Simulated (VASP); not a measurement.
# LiF (Fm-3m) in VASP: notebook

Runs on LiF. Level: LDA. Tasks: single point, relaxation of cell and atoms.

Program: VASP 6.6.1. These are calculated values, not measurements. Logs are shortened: lines on timing, memory, paths and dates and some standing lists are left out, and cuts for length are marked.

## Step 1: The cell of the first run

It takes space group Fm-3m (No. 225, cubic). Conventional cell: a = 3.894 Å, b = 3.894 Å, c = 3.894 Å, α = 90.00°, β = 90.00°, γ = 90.00°. Li (site symmetry m-3m) has 6 F at 1.95 Å within 2.6 Å. Within 2.6 Å of F (site symmetry m-3m) lie 6 Li at 1.95 Å.

## Step 2: Single point, LDA

Contents of INCAR:

```
SYSTEM = LiF
PREC = Accurate ; ENCUT = 520
EDIFF = 1E-6 ; ISMEAR = 0
SIGMA = 0.01 ; LREAL = .FALSE.
LASPH = .TRUE. ; NELM = 60
ALGO = Normal ; ISIF = 2
LWAVE = .FALSE. ; LCHARG = .TRUE.
LELF = .TRUE. ; LVHAR = .TRUE.
NBANDS = 12
```

Contents of KPOINTS:

```
regular mesh
0
G
  10 10 10
  0 0 0
```

Contents of POSCAR:

```
LiF
1.0
    0.0000000000      1.9472014639      1.9472014639
    1.9472014639      0.0000000000      1.9472014639
    1.9472014639      1.9472014639      0.0000000000
Li F
1 1
Direct
    0.0000000000      0.0000000000      0.0000000000
    0.5000000000      0.5000000000      0.5000000000
```

Potentials or basis: VASP PAW LDA potentials, release 64 (Li_sv, F).

Run with:

```bash
$ cat potpaw_LDA.64/Li_sv/POTCAR potpaw_LDA.64/F/POTCAR > POTCAR
$ mpirun -np 1 vasp_std > vasp.out
```

OUTCAR:

```text
SYSTEM = LiF
   PREC = Accurate
   ENCUT = 520
   EDIFF = 1E-6
   ISMEAR = 0
   LREAL = .FALSE.
   LASPH = .TRUE.
   NELM = 60
   ISIF = 2

 ion  position               nearest neighbor table
   1  0.000  0.000  0.000-   2 1.95   2 1.95   2 1.95   2 1.95   2 1.95   2 1.95
   2  0.500  0.500  0.500-   1 1.95   1 1.95   1 1.95   1 1.95   1 1.95   1 1.95

  LATTYP: Found a face centered cubic cell.
 ALAT       =     3.8944029278

  Lattice vectors:

 A1 = (   0.0000000000,   1.9472014639,   1.9472014639)
 A2 = (   1.9472014639,   0.0000000000,   1.9472014639)
 A3 = (   1.9472014639,   1.9472014639,   0.0000000000)

Analysis of symmetry for initial positions (statically):
=====================================================================
 Subroutine PRICEL returns:
 Original cell was already a primitive cell.

 Routine SETGRP: Setting up the symmetry group for a
 face centered cubic supercell.

 Subroutine GETGRP returns: Found 48 space group operations
[... 9 lines left out ...]

 Routine SETGRP: Setting up the symmetry group for a
 face centered cubic supercell.

 Subroutine GETGRP returns: Found 48 space group operations
[... 11 lines left out ...]
                                     Primitive cell

  volume of cell :      14.7660

  direct lattice vectors                    reciprocal lattice vectors
     0.000000000  1.947201464  1.947201464    -0.256778772  0.256778772  0.256778772
     1.947201464  0.000000000  1.947201464     0.256778772 -0.256778772  0.256778772
     1.947201464  1.947201464  0.000000000     0.256778772  0.256778772 -0.256778772

  length of vectors
     2.753758719  2.753758719  2.753758719     0.444753879  0.444753879  0.444753879

  position of ions in fractional coordinates (direct lattice)
     0.000000000  0.000000000  0.000000000
     0.500000000  0.500000000  0.500000000

  ion indices of the primitive-cell ions
   primitive index   ion index
                 1           1
                 2           2

----------------------------------------------------------------------------------------

 KPOINTS: regular mesh

Automatic generation of k-mesh.
 Grid dimensions read from file:
 generate k-points for:   10   10   10

 Generating k-lattice:

  Cartesian coordinates                     Fractional coordinates (reciprocal lattice)
    -0.025677877  0.025677877  0.025677877     0.100000000  0.000000000  0.000000000
     0.025677877 -0.025677877  0.025677877     0.000000000  0.100000000  0.000000000
     0.025677877  0.025677877 -0.025677877     0.000000000  0.000000000  0.100000000

  Length of vectors
     0.044475388  0.044475388  0.044475388

  Shift w.r.t. Gamma in fractional coordinates (k-lattice)
     0.000000000  0.000000000  0.000000000

 Subroutine IBZKPT returns following result:
 ===========================================

 Found     47 irreducible k-points:

 Following reciprocal coordinates:
            Coordinates               Weight
  0.000000  0.000000  0.000000      1.000000
  0.100000  0.000000  0.000000      8.000000
  0.200000  0.000000  0.000000      8.000000
  0.300000  0.000000  0.000000      8.000000
  0.400000  0.000000  0.000000      8.000000
  0.500000  0.000000  0.000000      4.000000
[... 16 lines left out ...]
  0.300000  0.300000  0.000000      6.000000
  0.400000  0.300000  0.000000     24.000000
 [... further k-points ...]
   k-points           NKPTS =     47   k-points in BZ     NKDIM =     47   number of bands    NBANDS=     12
   number of dos      NEDOS =    301   number of ions     NIONS =      2
   total plane-waves  NPLWV =   8000
   dimension x,y,z NGX =    20 NGY =   20 NGZ =   20
   dimension x,y,z NGXF=    40 NGYF=   40 NGZF=   40
   ions per type =               1   1
   NGX,Y,Z   is equivalent  to a cutoff of  12.07, 12.07, 12.07 a.u.
   NGXF,Y,Z  is equivalent  to a cutoff of  24.15, 24.15, 24.15 a.u.
 SYSTEM =  LiF
   PREC   = accura    normal or accurate (medium, high low for compatibility)
   ISTART =      0    job   : 0-new  1-cont  2-samecut
[... 52 lines left out ...]
      6      10.0230      0.00000
      7      18.6298      0.00000
      8      21.0977      0.00000
      9      21.0977      0.00000
     10      26.6846      0.00000
     11      26.8749      0.00000
     12      26.8749      0.00000

 k-point     4 :       0.3000    0.0000    0.0000
  band No.  band energies     occupation
      1     -40.1387      2.00000
      2     -20.1635      2.00000
      3      -2.6227      2.00000
      4      -0.8106      2.00000
      5      -0.8106      2.00000
      6      10.3818      0.00000
      7      17.2849      0.00000
      8      19.7406      0.00000
      9      19.7406      0.00000
     10      28.2028      0.00000
     11      28.7254      0.00000
     12      28.7254      0.00000

 k-point     5 :       0.4000    0.0000    0.0000
  band No.  band energies     occupation
      1     -40.1123      2.00000
      2     -20.0261      2.00000
      3      -3.2844      2.00000
      4      -0.8750      2.00000
      5      -0.8750      2.00000
      6      10.3527      0.00000
      7      16.9602      0.00000
      8      18.8647      0.00000
      9      18.8647      0.00000
     10      29.9590      0.00000
     11      30.6920      0.00000
     12      30.6920      0.00000
[... 228 lines left out ...]
      1     -40.1043      2.00000
      2     -19.9335      2.00000
      3      -2.9409      2.00000
      4      -2.0160      2.00000
      5      -0.9190      2.00000
      6      11.6851      0.00000
      7      15.6609      0.00000
      8      19.1608      0.00000
      9      19.6121      0.00000
     10      29.4064      0.00000
     11      29.4086      0.00000
     12      30.0434      0.00000

 k-point    22 :      -0.2000    0.2000    0.0000
  band No.  band energies     occupation
      1     -40.1284      2.00000
      2     -20.0858      2.00000
      3      -2.4556      2.00000
      4      -1.6799      2.00000
      5      -0.7580      2.00000
      6      11.1605      0.00000
      7      16.3548      0.00000
      8      19.7471      0.00000
      9      19.9451      0.00000
     10      27.4241      0.00000
     11      27.9588      0.00000
     12      30.7819      0.00000

 k-point    23 :       0.3000    0.3000    0.0000
  band No.  band energies     occupation
      1     -40.1196      2.00000
      2     -19.9739      2.00000
      3      -2.8483      2.00000
      4      -1.4273      2.00000
      5      -1.4273      2.00000
      6      12.3090      0.00000
      7      17.4186      0.00000
      8      19.0574      0.00000
      9      20.4266      0.00000
     10      20.4266      0.00000
     11      35.3024      0.00000
     12      35.9719      0.00000

 k-point    24 :       0.4000    0.3000    0.0000
  band No.  band energies     occupation
      1     -40.1001      2.00000
      2     -19.8299      2.00000
      3      -3.3588      2.00000
      4      -1.6779      2.00000
      5      -1.5441      2.00000
      6      13.0827      0.00000
      7      16.3283      0.00000
      8      18.6156      0.00000
      9      20.1712      0.00000
     10      21.2702      0.00000
     11      35.3471      0.00000
     12      35.7163      0.00000

 [... further k-points ...]
[... 5 lines left out ...]
  --------------------------------------------------------------------------------------
  -------------------------------------------------------------------------------------
  Total        0.0714238      0.0714238      0.0714238      0.0000000      0.0000000     -0.0000000
  in kB        7.7498117      7.7498117      7.7498117      0.0000000      0.0000000     -0.0000000
  external PRESSURE =       7.7498117 kB  Pullay stress =       0.0000000 kB

 VOLUME and BASIS-vectors are now :
 -----------------------------------------------------------------------------
  energy-cutoff  :      520.00
  volume of cell :       14.77
      direct lattice vectors                 reciprocal lattice vectors
     0.000000000  1.947201464  1.947201464    -0.256778772  0.256778772  0.256778772
     1.947201464  0.000000000  1.947201464     0.256778772 -0.256778772  0.256778772
     1.947201464  1.947201464  0.000000000     0.256778772  0.256778772 -0.256778772

 POSITION                                       TOTAL-FORCE (eV/Angst)
 -----------------------------------------------------------------------------------
      0.00000      0.00000      0.00000         0.000000      0.000000      0.000000
      1.94720      1.94720      1.94720        -0.000000     -0.000000     -0.000000
 -----------------------------------------------------------------------------------
    total drift:                                0.000000      0.000000      0.000000

  FREE ENERGIE OF THE ION-ELECTRON SYSTEM (eV)
  ---------------------------------------------------
  free  energy   TOTEN  =       -10.4995848022 eV

  energy  without entropy=      -10.4995848022  energy(sigma->0) =      -10.49958480
```

Run time: 9.5 s. Hardware: 1 thread of Intel Xeon 8259CL, shared host; peak memory 0.12 GiB.

What came out:

```yaml
Free_energy: -10.4996 eV
Band_gap_on_the_k_mesh: 9.80 eV, direct
```

Levels at points of the mesh, in eV from the valence-band top:
| k point | band 3 | band 4 | band 5 | band 6 | band 7 | band 8 |
| --- | --- | --- | --- | --- | --- | --- |
| (0.00, 0.00, 0.00) | 0.00 | 0.00 | 0.00 | 9.80 | 24.78 | 24.78 |
| (0.50, 0.00, 0.00) | -2.90 | -0.27 | -0.27 | 10.90 | 17.61 | 19.19 |
| (0.50, 0.50, 0.00) | -3.59 | -1.20 | -1.20 | 15.39 | 16.49 | 18.41 |

Caveat: the cutoff is under 1.25 times the usual one of these potentials, so pressure, stress and relaxed cells hold a basis-set (Pulay) error. A hybrid or GW would open this gap; LDA tends to underestimate it.

## Step 3: Single point, LDA

This run uses another cell than the first one, of 7.30 Å³/atom, 0.989 times its volume.

Contents of INCAR:

```
SYSTEM = LiF
PREC = Accurate ; ENCUT = 520
EDIFF = 1E-7 ; ISMEAR = 0
SIGMA = 0.01 ; LREAL = .FALSE.
LASPH = .TRUE. ; NELM = 100
ALGO = Normal ; ISIF = 2
LWAVE = .FALSE. ; LCHARG = .FALSE.
NBANDS = 12
```

Contents of KPOINTS:

```
Automatic mesh
0
G
  10 10 10
  0 0 0
```

Contents of POSCAR:

```
LiF
1.0
    0.0000000000      1.9402809222      1.9402809222
    1.9402809222      0.0000000000      1.9402809222
    1.9402809222      1.9402809222      0.0000000000
Li F
1 1
Direct
    0.0000000000      0.0000000000      0.0000000000
    0.5000000000      0.5000000000      0.5000000000
```

Potentials or basis: VASP PAW LDA potentials, release 64 (Li_sv, F).

Run with:

```bash
$ cat potpaw_LDA.64/Li_sv/POTCAR potpaw_LDA.64/F/POTCAR > POTCAR
$ mpirun -np 1 vasp_std > vasp.out
```

Wall time 11 s (1 thread of Intel Xeon 8259CL, shared host); peak memory 0.11 GiB.

It converged, with:

* Free energy: -10.4977 eV
* Band gap on the k mesh: 9.91 eV, direct

Levels at points of the mesh, in eV from the valence-band top:
```
           k point  band 1  band 2  band 3  band 4  band 5  band 6  band 7  band 8  band 9  band 10
(0.00, 0.00, 0.00)  -39.56  -19.90    0.00    0.00    0.00    9.91   24.92   24.92   24.92    25.01
(0.50, 0.00, 0.00)  -39.45  -19.37   -2.93   -0.27   -0.27   10.96   17.74   19.28   19.28    31.95
(0.50, 0.50, 0.00)  -39.43  -18.98   -3.64   -1.21   -1.21   15.49   16.54   18.55   21.09    21.09
```

Caveat: the cutoff is under 1.25 times the usual one of these potentials, so pressure, stress and relaxed cells hold a basis-set (Pulay) error. LDA gaps usually lie below the measured ones, often by a third to a half.

## Step 4: Single point, LDA

This run uses another cell than the first one, of 7.16 Å³/atom, 0.970 times its volume.

Contents of INCAR:

```
PREC = Accurate
ENCUT = 520
EDIFF = 1E-7
ISMEAR = 0
SIGMA = 0.01
LREAL = False
LASPH = True
NELM = 100
ALGO = Normal
ISIF = 2
LWAVE = False
LCHARG = True
GGA = CA
LELF = True
LVHAR = True
NBANDS = 12
```

Contents of KPOINTS:

```
Automatic mesh
0
Gamma
  10 10 10
```

Contents of POSCAR:

```
LiF
1.0
    0.0000000000      1.9274425413      1.9274425413
    1.9274425413      0.0000000000      1.9274425413
    1.9274425413      1.9274425413      0.0000000000
Li F
1 1
Direct
    0.0000000000      0.0000000000      0.0000000000
    0.5000000000      0.5000000000      0.5000000000
```

Run with:

```bash
$ cat potpaw_LDA.64/Li_sv/POTCAR potpaw_LDA.64/F/POTCAR > POTCAR
$ mpirun -np 1 vasp_std > vasp.out
```

Wall time 10 s (1 thread of Intel Xeon 8259CL, shared host); peak memory 0.12 GiB.

Results (log left out):

- Free energy: -10.4918 eV
- Band gap on the k mesh: 10.12 eV, direct

Levels at points of the mesh, in eV from the valence-band top:
```
           k point  band 2  band 3  band 4  band 5  band 6  band 7  band 8  band 9
(0.00, 0.00, 0.00)  -19.96    0.00    0.00    0.00   10.12   25.19   25.19   25.19
(0.50, 0.00, 0.00)  -19.42   -3.00   -0.28   -0.28   11.07   17.99   19.43   19.43
(0.50, 0.50, 0.00)  -19.01   -3.75   -1.25   -1.25   15.70   16.62   18.81   21.34
```

Caveat: the cutoff is under 1.25 times the usual one of these potentials, so pressure, stress and relaxed cells hold a basis-set (Pulay) error. A k mesh can miss the band edges.

## Step 5: Relaxation of cell and atoms, LDA, target pressure 1 GPa, at which the enthalpy is minimised

This run uses another cell than the first one, of 7.47 Å³/atom, 1.011 times its volume.

Contents of INCAR:

```
  ALGO = Normal
  EDIFF = 1E-7
  EDIFFG = -0.002
  ENCUT = 600
  IBRION = 2
  ISIF = 3
  ISMEAR = 0
  LASPH = T
  LCHARG = F
  LREAL = F
  LWAVE = F
  NELM = 60
  NSW = 100
  PREC = Accurate
  PSTRESS = 10.0
  SIGMA = 0.01
```

Contents of KPOINTS:

```
k-points
0
Gamma
  10 10 10
```

Contents of POSCAR:

```
LiF
1.0
    0.0000000000      1.9544663793      1.9544663793
    1.9544663793      0.0000000000      1.9544663793
    1.9544663793      1.9544663793      0.0000000000
Li F
1 1
Direct
    0.0000000000      0.0000000000      0.0000000000
    0.5000000000      0.5000000000      0.5000000000
```

Run with:

```bash
$ cat potpaw_LDA.64/Li_sv/POTCAR potpaw_LDA.64/F/POTCAR > POTCAR
$ mpirun -np 1 vasp_std > vasp.out
```

It took 20 s on 1 thread of Intel Xeon 8259CL, shared host; peak memory 0.13 GiB.

Results (log left out):

```
Free energy                                            : -10.5019 eV
Relaxed volume                                         : 7.33 Å³/atom
Relaxed cell                                           : a = 2.747 Å, b = 2.747 Å, c = 2.747 Å, α = 60.00°, β = 60.00°, γ = 60.00°
Space group after relaxing (to 0.05 Å)                 : Fm-3m (No. 225)
Energy change on relaxing (the enthalpy is what falls) : +0.2 meV/atom
Ionic steps                                            : 3
Pressure after relaxing                                : 1.0 GPa
Band gap on the k mesh                                 : 9.88 eV, direct
```

The path:
```
step  energy change (eV)  largest force (eV/Å)  pressure (GPa)  volume (Å³)
   1              0.0000                0.0000           -0.61        14.93
   2             -0.0001                0.0000            0.34        14.77
   3              0.0003                0.0000            1.02        14.66
```

Final structure:
```yaml
crystal:
  lattice:
    - [0.00000, 1.94238, 1.94238]
    - [1.94238, 0.00000, 1.94238]
    - [1.94238, 1.94238, 0.00000]
  atoms:
    - { symbol: Li, position: [0.00000, 0.00000, 0.00000] }
    - { symbol: F, position: [0.50000, 0.50000, 0.50000] }
```

Levels at points of the mesh, in eV from the valence-band top:
```tsv
k point	band 2	band 3	band 4	band 5	band 6	band 7	band 8	band 9
(0.00, 0.00, 0.00)	-19.89	0.00	0.00	0.00	9.88	24.88	24.88	24.88
(0.50, 0.00, 0.00)	-19.36	-2.92	-0.27	-0.27	10.95	17.70	19.26	19.26
(0.50, 0.50, 0.00)	-18.97	-3.63	-1.21	-1.21	15.46	16.53	18.50	21.05
```

Caveat: the cutoff is under 1.25 times the usual one of these potentials, so pressure, stress and relaxed cells hold a basis-set (Pulay) error; the cell is relaxed towards a set pressure, so the enthalpy falls and the energy may rise. A k mesh can miss the band edges.

## Step 6: Relaxation of cell and atoms, LDA, target pressure 2 GPa, at which the enthalpy is minimised

This run uses another cell than the first one, of 7.47 Å³/atom, 1.011 times its volume.

Contents of INCAR:

```
ALGO = Normal
EDIFF = 1E-6
EDIFFG = -0.002
ENCUT = 600
GGA = CA
IBRION = 2
ISIF = 3
ISMEAR = 0
LASPH = True
LCHARG = False
LREAL = False
LWAVE = False
NELM = 100
NSW = 100
PREC = Accurate
PSTRESS = 20.0
SIGMA = 0.01
```

KPOINTS is that of step 5.

POSCAR is that of step 5.

Potentials or basis: VASP PAW LDA potentials, release 64 (Li_sv, F).

Run with:

```bash
$ cat potpaw_LDA.64/Li_sv/POTCAR potpaw_LDA.64/F/POTCAR > POTCAR
$ mpirun -np 1 vasp_std > vasp.out
```

It took 21 s on 1 thread of Intel Xeon 8259CL, shared host; peak memory 0.13 GiB.

It converged, with:

```
Free energy                                            : -10.5004 eV
Relaxed volume                                         : 7.25 Å³/atom
Relaxed cell                                           : a = 2.737 Å, b = 2.737 Å, c = 2.737 Å, α = 60.00°, β = 60.00°, γ = 60.00°
Space group after relaxing (to 0.05 Å)                 : Fm-3m (No. 225)
Energy change on relaxing (the enthalpy is what falls) : +0.9 meV/atom
Ionic steps                                            : 4
Pressure after relaxing                                : 2.0 GPa
Band gap on the k mesh                                 : 9.99 eV, direct
```

The path:
```
step  energy change (eV)  largest force (eV/Å)  pressure (GPa)  volume (Å³)
   1              0.0000                0.0000           -0.58        14.93
   2              0.0002                0.0000            0.92        14.67
   3              0.0017                0.0000            1.93        14.51
   4              0.0018                0.0000            2.01        14.50
```

Final structure:
```xyz
2
Lattice="0.0000 1.9354 1.9354 1.9354 0.0000 1.9354 1.9354 1.9354 0.0000" Properties=species:S:1:pos:R:3 pbc="T T T"
Li    1.9354    1.9354    3.8708
F     1.9354    1.9354    1.9354
```

Levels at points of the mesh, in eV from the valence-band top:
```
           k point  band 1  band 2  band 3  band 4  band 5  band 6  band 7  band 8  band 9
(0.00, 0.00, 0.00)  -39.55  -19.92    0.00    0.00    0.00    9.99   25.02   25.02   25.02
(0.50, 0.00, 0.00)  -39.43  -19.38   -2.96   -0.27   -0.27   11.01   17.83   19.34   19.34
(0.50, 0.50, 0.00)  -39.41  -18.99   -3.68   -1.23   -1.23   15.57   16.57   18.64   21.18
```

Caveat: the cutoff is under 1.25 times the usual one of these potentials, so pressure, stress and relaxed cells hold a basis-set (Pulay) error; the cell is relaxed towards a set pressure, so the enthalpy falls and the energy may rise. A hybrid or GW would open this gap; LDA tends to underestimate it.

## Step 7: Summary

```csv
task,cell,cutoff (eV),gap on the mesh (eV),pressure (GPa)
single point,"a = 2.754 Å, angles 60.0°, 2 atoms",520,9.80,-
single point,"a = 2.744 Å, angles 60.0°, 2 atoms",520,9.91,-
single point,"a = 2.726 Å, angles 60.0°, 2 atoms",520,10.12,-
relaxation of cell and atoms,"relaxed to 1 GPa from a = 2.764 Å, angles 60.0°, 2 atoms",600,9.88,1.0
relaxation of cell and atoms,"relaxed to 2 GPa from a = 2.764 Å, angles 60.0°, 2 atoms",600,9.99,2.0
```

Alike in all rows: level LDA; potentials or basis VASP PAW LDA potentials, release 64 (Li_sv, F); no spin polarisation; k mesh 10 × 10 × 10; smearing gaussian 0.01 eV.

Caveats: the cutoff is under 1.25 times the usual one of these potentials, so pressure, stress and relaxed cells hold a basis-set (Pulay) error; the cell is relaxed towards a set pressure, so the enthalpy falls and the energy may rise (some runs).

Absolute energies hang on the potentials; compare differences alone.
